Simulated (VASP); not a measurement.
Set up this calculation in VASP 6.6.1, as the native input.

| Property | Result |
| --- | --- |
| Task | single point |
| Functional | PBEsol |
| Potentials or basis | VASP PAW PBE potentials, release 64 (Bi_d, Te) |
| Cutoff | 500 eV |
| k mesh | 7 × 7 × 7 |
| Occupations | methfessel-paxton, width 0.1 eV |
| Spin | no spin polarisation |
| Dipole correction | no |
| Further INCAR settings | ALGO = Normal; EDIFF = 1e-06; NBANDS = 18 |

The structure of BiTe lies in POSCAR:

```
BiTe
1.0
    0.0000000000      3.2350000000      3.2350000000
    3.2350000000      0.0000000000      3.2350000000
    3.2350000000      3.2350000000      0.0000000000
Bi Te
1 1
Direct
    0.0000000000      0.0000000000      0.0000000000
    0.5000000000      0.5000000000      0.5000000000
```

One way to write it, as run:

INCAR

```
PREC = Accurate ; ENCUT = 500
EDIFF = 1E-6 ; ISMEAR = 1
SIGMA = 0.1 ; LREAL = False
LASPH = True ; NELM = 120
ALGO = Normal ; ISIF = 2
LWAVE = False ; LCHARG = True
GGA = PS ; LELF = True
LVHAR = True ; NBANDS = 18
GGA_COMPAT = False
```

KPOINTS

```
regular mesh
0
Gamma
  7 7 7
```

Potentials or basis: VASP PAW PBE potentials, release 64 (Bi_d, Te).

Command:

```sh
$ cat potpaw_PBE.64/Bi_d/POTCAR potpaw_PBE.64/Te/POTCAR > POTCAR
$ mpirun -np 1 vasp_std > vasp.out
```

It gave:

```
Pressure               : -1.5 GPa
Band gap on the k mesh : zero (an odd number of electrons rules out a gap without spin polarisation)
```

Caveat: the PAW data sets were made with another functional, which shifts forces and pressure a little; spin-orbit coupling is left out, which moves the levels of the heavy elements.

Run time: 10 s on 1 thread of Intel(R) Xeon(R) Platinum 8481C CPU @ 2.70GHz (Sapphire Rapids), on a shared host, peak memory 0.2 GiB.
